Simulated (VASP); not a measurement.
The system is Ti.

```xyz
2
Lattice="2.9500 0.0000 0.0000 -1.4750 2.5548 0.0000 0.0000 0.0000 4.6800" Properties=species:S:1:pos:R:3 pbc="T T T"
Ti    0.0000    1.7032    1.1700
Ti    1.4750    0.8516    3.5100
```

* Program: VASP 6.6.1
* Task: relaxation of cell and atoms
* Functional: LDA
* Potentials or basis: VASP PAW LDA potentials, release 64 (Ti_sv)
* Cutoff: 600 eV
* k mesh: 16 × 16 × 10
* Occupations: gaussian, width 0.1 eV
* Spin: no spin polarisation

At the start: pressure -10.1 GPa; volume 17.64 Å³/atom.

Question: How do energy, volume and symmetry change on relaxing?

Answer: Over 6 steps the energy falls by 51.8 meV/atom and the volume is 16.08 Å³/atom (-8.8 %); space group P6_3/mmc (No. 194, to 0.1 Å) before and after.

Step by step:
| step | energy change (eV) | largest force (eV/Å) | pressure (GPa) | volume (Å³) |
| --- | --- | --- | --- | --- |
| 1 | 0.0000 | 0.0000 | -10.13 | 35.27 |
| 2 | -0.0336 | 0.0000 | 10.22 | 29.88 |
| 3 | -0.1036 | 0.0000 | -0.12 | 32.20 |
| 4 | -0.1037 | 0.0000 | -0.06 | 32.14 |
| 5 | -0.1036 | 0.0000 | 0.19 | 32.08 |
| 6 | -0.1037 | 0.0000 | -0.02 | 32.16 |

Final structure:
```
Ti
1.0
     2.86235    0.00000    0.00000
    -1.43118    2.47887    0.00000
     0.00000    0.00000    4.53292
Ti
2
Direct
  0.33333 0.66667 0.25000
  0.66667 0.33333 0.75000
```
